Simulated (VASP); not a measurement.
# Sr (Fm-3m) in VASP: further runs

Runs on Sr. Level: r2SCAN. Tasks: single point.

Program: VASP 6.6.1. These are calculated values, not measurements. Logs are shortened: lines on timing, memory, paths and dates and some standing lists are left out, and cuts for length are marked.

### Step 1. The cell of the first run

Symmetry: Fm-3m, No. 225, cubic system. The conventional cell has a = 6.002 Å, b = 6.002 Å, c = 6.002 Å, α = 90.00°, β = 90.00°, γ = 90.00°. Within 5.6 Å of Sr (site symmetry m-3m) lie 12 Sr at 4.24 Å.

### Step 2. Single point, r2SCAN

POSCAR reads:

```
Sr
1.0
    0.0000000000      3.0012321217      3.0012321217
    3.0012321217      0.0000000000      3.0012321217
    3.0012321217      3.0012321217      0.0000000000
Sr
1
Direct
    0.0000000000      0.0000000000      0.0000000000
```

INCAR.step1 reads:

```
SYSTEM = Sr
  PREC = Accurate
  ENCUT = 520
  ISMEAR = -1
  SIGMA = 0.05
  LREAL = .FALSE.
  LASPH = .TRUE.
  NELM = 80
  NBANDS = 11
  GGA = PE
  ALGO = Normal
  EDIFF = 1E-4
  LWAVE = .TRUE.
  LCHARG = .FALSE.
```

INCAR.step2 reads:

```
SYSTEM = Sr
  PREC = Accurate
  ENCUT = 520
  EDIFF = 1E-7
  ISMEAR = -1
  SIGMA = 0.05
  LREAL = .FALSE.
  LASPH = .TRUE.
  NELM = 80
  ALGO = Normal
  ISIF = 2
  LWAVE = .FALSE.
  LCHARG = .FALSE.
  METAGGA = R2SCAN
  LMIXTAU = .TRUE.
  NBANDS = 11
  ISTART = 1
```

KPOINTS reads:

```
regular mesh
0
G
  8 8 8
  0 0 0
```

Potentials or basis: VASP PAW PBE potentials, release 64 (Sr_sv).

Run with:

```bash
$ cat potpaw_PBE.64/Sr_sv/POTCAR > POTCAR
$ cp INCAR.step1 INCAR
$ mpirun -np 1 vasp_std > vasp.out
$ cp INCAR.step2 INCAR
$ mpirun -np 1 vasp_std > vasp.out
```

OUTCAR:

```text
SYSTEM = Sr
   PREC = Accurate
   ENCUT = 520
   EDIFF = 1E-7
   ISMEAR = -1
   LREAL = .FALSE.
   LASPH = .TRUE.
   NELM = 80
   ISIF = 2
   METAGGA = R2SCAN
   ISTART = 1

 ion  position               nearest neighbor table
   1  0.000  0.000  0.000-

  LATTYP: Found a face centered cubic cell.
 ALAT       =     6.0024642434

  Lattice vectors:

 A1 = (   0.0000000000,   3.0012321217,   3.0012321217)
 A2 = (   3.0012321217,   0.0000000000,   3.0012321217)
 A3 = (   3.0012321217,   3.0012321217,   0.0000000000)

Analysis of symmetry for initial positions (statically):
=====================================================================
 Subroutine PRICEL returns:
 Original cell was already a primitive cell.

 Routine SETGRP: Setting up the symmetry group for a
 face centered cubic supercell.

 Subroutine GETGRP returns: Found 48 space group operations
 (whereof 48 operations were pure point group operations)
 out of a pool of 48 trial point group operations.

The static configuration has the point symmetry O_h .

Analysis of symmetry for dynamics (positions and initial velocities):
=====================================================================
 Subroutine PRICEL returns:
 Original cell was already a primitive cell.

 Routine SETGRP: Setting up the symmetry group for a
 face centered cubic supercell.

 Subroutine GETGRP returns: Found 48 space group operations
 (whereof 48 operations were pure point group operations)
 out of a pool of 48 trial point group operations.

The dynamic configuration has the point symmetry O_h .

 Subroutine INISYM returns: Found 48 space group operations
 (whereof 48 operations are pure point group operations),
 and found     1 'primitive' translations

----------------------------------------------------------------------------------------

                                     Primitive cell

  volume of cell :      54.0666

  direct lattice vectors                    reciprocal lattice vectors
     0.000000000  3.001232122  3.001232122    -0.166598244  0.166598244  0.166598244
     3.001232122  0.000000000  3.001232122     0.166598244 -0.166598244  0.166598244
     3.001232122  3.001232122  0.000000000     0.166598244  0.166598244 -0.166598244

  length of vectors
     4.244383170  4.244383170  4.244383170     0.288556622  0.288556622  0.288556622

  position of ions in fractional coordinates (direct lattice)
     0.000000000  0.000000000  0.000000000

  ion indices of the primitive-cell ions
   primitive index   ion index
                 1           1

----------------------------------------------------------------------------------------

 KPOINTS: regular mesh

Automatic generation of k-mesh.
 Grid dimensions read from file:
 generate k-points for:    8    8    8

 Generating k-lattice:

  Cartesian coordinates                     Fractional coordinates (reciprocal lattice)
    -0.020824780  0.020824780  0.020824780     0.125000000  0.000000000  0.000000000
     0.020824780 -0.020824780  0.020824780     0.000000000  0.125000000  0.000000000
     0.020824780  0.020824780 -0.020824780     0.000000000  0.000000000  0.125000000

  Length of vectors
     0.036069578  0.036069578  0.036069578

  Shift w.r.t. Gamma in fractional coordinates (k-lattice)
     0.000000000  0.000000000  0.000000000

 Subroutine IBZKPT returns following result:
 ===========================================

 Found     29 irreducible k-points:

 Following reciprocal coordinates:
            Coordinates               Weight
  0.000000  0.000000  0.000000      1.000000
  0.125000  0.000000  0.000000      8.000000
  0.250000  0.000000  0.000000      8.000000
  0.375000  0.000000  0.000000      8.000000
  0.500000  0.000000  0.000000      4.000000
  0.125000  0.125000  0.000000      6.000000
[... 16 lines left out ...]
  0.500000  0.250000  0.125000     48.000000
 -0.375000  0.250000  0.125000     24.000000
 [... further k-points ...]
   k-points           NKPTS =     29   k-points in BZ     NKDIM =     29   number of bands    NBANDS=     11
   number of dos      NEDOS =    301   number of ions     NIONS =      1
   total plane-waves  NPLWV =  32768
   dimension x,y,z NGX =    32 NGY =   32 NGZ =   32
   dimension x,y,z NGXF=    64 NGYF=   64 NGZF=   64
   ions per type =               1
   NGX,Y,Z   is equivalent  to a cutoff of  12.53, 12.53, 12.53 a.u.
   NGXF,Y,Z  is equivalent  to a cutoff of  25.07, 25.07, 25.07 a.u.
 SYSTEM =  Sr
   PREC   = accura    normal or accurate (medium, high low for compatibility)
   ISTART =      1    job   : 0-new  1-cont  2-samecut
   ICHARG =      0    charge: 1-file 2-atom 10-const
   ISPIN  =      1    spin polarized calculation?
   LNONCOLLINEAR =      F non collinear calculations
   LSORBIT =      F    spin-orbit coupling
   LASPH  =      T    aspherical Exc in radial PAW
   ENCUT  =  520.0 eV  38.22 Ry    6.18 a.u.   7.89  7.89  7.89*2*pi/ulx,y,z
   NELM   =     80;   NELMIN=  2; NELMDL=  0     # of ELM steps
   EDIFF  = 0.1E-06   stopping-criterion for ELM
   LREAL  =      F    real-space projection
   EDIFFG = 0.1E-05   stopping-criterion for IOM
   NSW    =      0    number of steps for IOM
   IBRION =     -1    ionic relax: 0-MD 1-quasi-New 2-CG
   NFREE  =      0    steps in history (QN), initial steepest desc. (CG)
   ISIF   =      2    stress and relaxation
   ISYM   =      2    0-nonsym 1-usesym 2-fastsym
   POTIM  = 0.5000    time-step for ionic-motion
   TEBEG  =    0.0;   TEEND  =   0.0 temperature during run
   PSTRESS=    0.0 pullay stress
   NELECT =      10.0000    total number of electrons
   NUPDOWN=      -1.0000    fix difference up-down
   EMIN   =  10.00;   EMAX   =-10.00  energy-range for DOS
   EFERMI =   0.00;   METHOD = LEGACY
   ISMEAR =    -1;   SIGMA  =   0.05  broadening in eV -4-tet -1-fermi 0-gaus
   EFERMI_NEDOS =   21; number of points for ismear=-14 and -15
   IALGO  =     38    algorithm
   IMIX   =      4    mixing-type and parameters
     AMIX     =   0.40;   BMIX     =  1.00
     AMIX_MAG =   1.60;   BMIX_MAG =  1.00
  volume/ion in A,a.u.               =      54.07       364.86
  Fermi-wavevector in a.u.,A,eV,Ry     =   0.932750  1.762642 11.837375  0.870023
  Thomas-Fermi vector in A             =   2.059380
   LORBIT       =      0    0 simple, 1 ext, 2 COOP (PROOUT), +10 PAW based schemes
   METAGGA = R2SCAN    functional components
   LHFCALC =     F    Hartree Fock is set to
   AEXX    =    0.0000 exact exchange contribution
   IVDW    =     0    specifies the selected vdW correction
   LEPSILON=     F    determine dielectric tensor
   LRPA    =     F    only Hartree local field effects (RPA)
 non-spin polarized calculation
  energy-cutoff  :      520.00
  volume of cell :       54.07
 maximum number of plane-waves:      1475
   NGX = 15   NGY = 15   NGZ = 15

 number of electron      10.0000000 magnetization

 Free energy of the ion-electron system (eV)
  ---------------------------------------------------
  ext. energy  EPLUGINS =         0.00000000
  ---------------------------------------------------
  free energy    TOTEN  =       -15.10134648 eV

  energy without entropy =      -15.09200218  energy(sigma->0) =      -15.09667433

 E-fermi :   1.6246     XC(G=0):  -7.8474

 val. band max:        1.5895552355   @ k =  -0.3750   0.3750   0.0000
 cond. band min:       1.6412447482   @ k =  -0.3750   0.2500   0.1250
 fundamental gap:      0.0516895127
 Fermi energy:         1.6246359566

 k-point     1 :       0.0000    0.0000    0.0000
  band No.  band energies     occupation
      1     -36.3167      2.00000
      2     -17.5728      2.00000
      3     -17.5728      2.00000
      4     -17.5728      2.00000
      5      -2.1951      2.00000
      6       4.3887      0.00000
      7       4.3887      0.00000
      8       4.3887      0.00000
      9       5.9614      0.00000
     10       5.9614      0.00000
     11       9.2334      0.00000

 k-point     2 :       0.1250    0.0000    0.0000
  band No.  band energies     occupation
      1     -36.3143      2.00000
      2     -17.6056      2.00000
      3     -17.5771      2.00000
      4     -17.5771      2.00000
      5      -1.9283      2.00000
      6       3.9610      0.00000
      7       4.5009      0.00000
      8       4.5009      0.00000
      9       5.8098      0.00000
     10       5.8098      0.00000
     11       9.8598      0.00000

 k-point     3 :       0.2500    0.0000    0.0000
  band No.  band energies     occupation
      1     -36.3085      2.00000
      2     -17.6834      2.00000
      3     -17.5874      2.00000
      4     -17.5874      2.00000
      5      -1.1854      2.00000
      6       3.1249      0.00000
      7       4.5335      0.00000
      8       4.5335      0.00000
      9       5.8933      0.00000
     10       5.8933      0.00000
     11       9.0389      0.00000

 k-point     4 :       0.3750    0.0000    0.0000
  band No.  band energies     occupation
      1     -36.3026      2.00000
      2     -17.7594      2.00000
      3     -17.5976      2.00000
      4     -17.5976      2.00000
      5      -0.1543      2.00000
      6       2.2650      0.00001
      7       4.2993      0.00000
      8       4.2993      0.00000
      9       6.5831      0.00000
     10       6.5831      0.00000
     11       8.2708      0.00000

 k-point     5 :       0.5000    0.0000    0.0000
  band No.  band energies     occupation
      1     -36.3002      2.00000
      2     -17.7905      2.00000
      3     -17.6018      2.00000
      4     -17.6018      2.00000
      5       0.5943      2.00000
      6       1.6537      0.71754
      7       4.1817      0.00000
      8       4.1817      0.00000
      9       7.0670      0.00000
     10       7.0670      0.00000
     11       8.0564      0.00000
[... 211 lines left out ...]
 k-point    21 :       0.5000    0.5000    0.0000
  band No.  band energies     occupation
      1     -36.2948      2.00000
      2     -17.7770      2.00000
      3     -17.6509      2.00000
      4     -17.6509      2.00000
      5       1.0398      1.99998
      6       2.1405      0.00007
      7       2.7528      0.00000
      8       7.0649      0.00000
      9       7.3905      0.00000
     10       7.3905      0.00000
     11       7.4659      0.00000

 k-point    22 :       0.3750    0.2500    0.1250
  band No.  band energies     occupation
      1     -36.3041      2.00000
      2     -17.7021      2.00000
      3     -17.6271      2.00000
      4     -17.6007      2.00000
      5      -0.5676      2.00000
      6       2.8760      0.00000
      7       3.7560      0.00000
      8       5.0344      0.00000
      9       5.2773      0.00000
     10       6.7532      0.00000
     11       9.5288      0.00000

 k-point    23 :       0.5000    0.2500    0.1250
  band No.  band energies     occupation
      1     -36.2994      2.00000
      2     -17.7428      2.00000
      3     -17.6510      2.00000
      4     -17.6131      2.00000
      5       0.4161      2.00000
      6       2.3439      0.00000
      7       3.2574      0.00000
      8       4.8046      0.00000
      9       6.0623      0.00000
     10       7.3371      0.00000
     11       8.1711      0.00000

 k-point    24 :      -0.3750    0.2500    0.1250
  band No.  band energies     occupation
      1     -36.2975      2.00000
      2     -17.7602      2.00000
      3     -17.6585      2.00000
      4     -17.6198      2.00000
      5       1.2931      1.99736
      6       1.6412      0.83542
      7       3.2063      0.00000
      8       4.6703      0.00000
      9       6.5704      0.00000
     10       7.3220      0.00000
     11       7.6128      0.00000

 [... further k-points ...]
[... 5 lines left out ...]
  --------------------------------------------------------------------------------------
  -------------------------------------------------------------------------------------
  Total        0.2011859      0.2011859      0.2011859     -0.0000000     -0.0000000     -0.0000000
  in kB        5.9618274      5.9618274      5.9618274     -0.0000000     -0.0000000     -0.0000000
  external PRESSURE =       5.9618274 kB  Pullay stress =       0.0000000 kB

 VOLUME and BASIS-vectors are now :
 -----------------------------------------------------------------------------
  energy-cutoff  :      520.00
  volume of cell :       54.07
      direct lattice vectors                 reciprocal lattice vectors
     0.000000000  3.001232122  3.001232122    -0.166598244  0.166598244  0.166598244
     3.001232122  0.000000000  3.001232122     0.166598244 -0.166598244  0.166598244
     3.001232122  3.001232122  0.000000000     0.166598244  0.166598244 -0.166598244

 POSITION                                       TOTAL-FORCE (eV/Angst)
 -----------------------------------------------------------------------------------
      0.00000      0.00000      0.00000         0.000000     -0.000000     -0.000000
 -----------------------------------------------------------------------------------
    total drift:                                0.000000      0.000000     -0.000000

  FREE ENERGIE OF THE ION-ELECTRON SYSTEM (eV)
  ---------------------------------------------------
  free  energy   TOTEN  =       -15.1013464790 eV

  energy  without entropy=      -15.0920021769  energy(sigma->0) =      -15.09667433
```

It took 52 s on 1 thread of Intel Xeon Platinum 8259CL at 2.50GHz (Skylake/Cascade Lake), shared host; peak memory 0.18 GiB.

Results:

* Free energy: -15.1013 eV
* Pressure: 0.6 GPa
* Band gap on the k mesh: zero (band 5 reaches 1.75 eV, above the bottom of band 6 at 1.64 eV)

Levels at points of the mesh, in eV from the Fermi level:
```csv
k point,band 1,band 2,band 3,band 4,band 5,band 6,band 7,band 8,band 9,band 10
"(0.00, 0.00, 0.00)",-37.94,-19.20,-19.20,-19.20,-3.82,2.76,2.76,2.76,4.34,4.34
"(0.50, 0.00, 0.00)",-37.92,-19.42,-19.23,-19.23,-1.03,0.03,2.56,2.56,5.44,5.44
"(0.50, 0.50, 0.00)",-37.92,-19.40,-19.28,-19.28,-0.58,0.52,1.13,5.44,5.77,5.77
```

Caveat: the PAW data sets were made with another functional, which shifts forces and pressure a little.

(Continued in part 2 of 2.)
